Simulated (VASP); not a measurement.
Wanted: the native input for a VASP 6.6.1 run.

```yaml
Task: single point
Functional: PBEsol
Potentials_or_basis: VASP PAW PBE potentials, release 64 (W_sv)
Cutoff: 520 eV
k_mesh: 22 × 22 × 22
Occupations: gaussian, width 0.15 eV
Spin: no spin polarisation
Dipole_correction: no
Further_INCAR_settings: ALGO = Fast; EDIFF = 1e-06; NBANDS = 13
```

The structure of W lies in POSCAR:

```
W
1.0
    0.7937550690      2.4946587882      2.4946587882
    2.4946587882      0.7937550690      2.4946587882
    2.4946587882      2.4946587882      0.7937550690
W
1
Direct
    0.0000000000      0.0000000000      0.0000000000
```

This cell differs from its parent crystal: ratio of the length along [111] to the lengths across it x 1.7, volume and fractional coordinates fixed.

The input as run:

INCAR

```
SYSTEM = W
PREC     = Accurate       ! precision mode
ENCUT    = 520            ! plane-wave cutoff, eV
EDIFF    = 1E-6           ! SCF threshold, eV
ISMEAR   = 0              ! smearing method
SIGMA    = 0.15           ! smearing width, eV
LREAL    = .False.        ! projectors in reciprocal space
LASPH    = .True.         ! aspherical terms in the spheres
NELM     = 60             ! most SCF steps
ALGO     = Fast           ! electronic algorithm
ISIF     = 2              ! what is computed and relaxed
LWAVE    = .False.        ! write WAVECAR
LCHARG   = .False.        ! write CHGCAR
GGA      = PS             ! functional
NBANDS   = 13             ! bands
```

KPOINTS

```
regular mesh
0
Gamma
  22 22 22
  0 0 0
```

Potentials or basis: VASP PAW PBE potentials, release 64 (W_sv).

The run is started by

```console
$ cat potpaw_PBE.64/W_sv/POTCAR > POTCAR
$ mpirun -np 1 vasp_std > vasp.out
```

It gave:

The pressure is 68.8 GPa and the band gap on the k mesh is zero (bands 7 and 8 overlap by 4.23 eV).

Caveat: the cell stands under pressure; the PAW data sets were made with another functional, which shifts forces and pressure a little; spin-orbit coupling is left out, which moves the levels of the heavy elements.

It took 3.6 min on 1 thread of Intel(R) Xeon(R) Platinum 8488C (Sapphire Rapids), on a shared host, peak memory 0.34 GiB.
